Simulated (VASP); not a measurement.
A run of VASP 6.6.1:

Contents of INCAR:

```
SYSTEM = CoSi
  ALGO = Normal
  EDIFF = 1E-7
  ENCUT = 520
  GGA = PS
  ISIF = 2
  ISMEAR = -1
  LASPH = .TRUE.
  LCHARG = .FALSE.
  LREAL = .FALSE.
  LWAVE = .FALSE.
  NBANDS = 36
  NELM = 80
  PREC = Accurate
  SIGMA = 0.15
```

The input KPOINTS:

```
k-points
0
G
  8 8 8
  0 0 0
```

File POSCAR:

```
CoSi
1.0
    4.3878958399      0.0000000000      0.0000000000
    0.0000000000      4.3878958399      0.0000000000
    0.0000000000      0.0000000000      4.3878958399
Co Si
4 4
Direct
    0.1453757191      0.1453757191      0.1453757191
    0.3546242809      0.8546242809      0.6453757191
    0.6453757191      0.3546242809      0.8546242809
    0.8546242809      0.6453757191      0.3546242809
    0.8432734665      0.8432734665      0.8432734665
    0.6567265335      0.1567265335      0.3432734665
    0.3432734665      0.6567265335      0.1567265335
    0.1567265335      0.3432734665      0.6567265335
```

Potentials or basis: VASP PAW PBE potentials, release 64 (Co, Si).

Run with:

```sh
$ cat potpaw_PBE.64/Co/POTCAR potpaw_PBE.64/Si/POTCAR > POTCAR
$ mpirun -np 1 vasp_std > vasp.out
```

Hardware: 1 thread of Intel(R) Xeon(R) 6975P-C (Granite Rapids), on a shared host.

Q: How long does it take, and how much memory?

A: Run time: 63 s on 1 thread of Intel(R) Xeon(R) 6975P-C (Granite Rapids), with other jobs on the host, peak memory 0.26 GiB. Counts: scf iterations 15, k points 45.
